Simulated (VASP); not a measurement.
Set up this calculation in VASP 6.6.1, as the native input.

| Property | Result |
| --- | --- |
| Task | single point |
| Functional | r2SCAN |
| Potentials or basis | VASP PAW PBE potentials, release 64 (Lu, H) |
| Cutoff | 520 eV |
| k mesh | 11 × 11 × 11 |
| Occupations | fermi-dirac, width 0.1 eV |
| Spin | no spin polarisation |
| Dipole correction | no |
| Further INCAR settings | ALGO = Normal; EDIFF = 1e-06; NBANDS = 20 |

Crystal: LuH2.

```
Lu H
1.0
     0.00000    2.52455    2.52455
     2.52455    0.00000    2.52455
     2.52455    2.52455    0.00000
Lu H
1 2
Direct
  0.00000 0.00000 0.00000
  0.25000 0.25000 0.25000
  0.75000 0.75000 0.75000
```

The input as run:

POSCAR

```
LuH2
1.0
    0.0000000000      2.5245460000      2.5245460000
    2.5245460000      0.0000000000      2.5245460000
    2.5245460000      2.5245460000      0.0000000000
Lu H
1 2
Direct
    0.0000000000      0.0000000000      0.0000000000
    0.2500000000      0.2500000000      0.2500000000
    0.7500000000      0.7500000000      0.7500000000
```

INCAR.step1

```
SYSTEM = LuH2
PREC = Accurate ; ENCUT = 520
ISMEAR = -1 ; SIGMA = 0.1
LREAL = .FALSE. ; LASPH = .TRUE.
NELM = 80 ; NBANDS = 20
GGA = PE ; ALGO = Normal
EDIFF = 1E-4 ; LWAVE = .TRUE.
LCHARG = .FALSE.
```

INCAR.step2

```
SYSTEM = LuH2
PREC = Accurate ; ENCUT = 520
EDIFF = 1E-6 ; ISMEAR = -1
SIGMA = 0.1 ; LREAL = .FALSE.
LASPH = .TRUE. ; NELM = 80
ALGO = Normal ; ISIF = 2
LWAVE = .FALSE. ; LCHARG = .FALSE.
METAGGA = R2SCAN ; LMIXTAU = .TRUE.
NBANDS = 20 ; ISTART = 1
```

KPOINTS

```
regular mesh
0
G
  11 11 11
  0 0 0
```

Potentials or basis: VASP PAW PBE potentials, release 64 (Lu, H).

Run with:

```sh
$ cat potpaw_PBE.64/Lu/POTCAR potpaw_PBE.64/H/POTCAR > POTCAR
$ cp INCAR.step1 INCAR
$ mpirun -np 1 vasp_std > vasp.out
$ cp INCAR.step2 INCAR
$ mpirun -np 1 vasp_std > vasp.out
```

Results of the run:

The pressure is -2.6 GPa.

Caveat: the PAW data sets were made with another functional, which shifts forces and pressure a little.

It took 3.2 min on 1 thread of Intel(R) Xeon(R) Platinum 8175M CPU @ 2.50GHz (Skylake/Cascade Lake), on a shared host, peak memory 0.2 GiB.
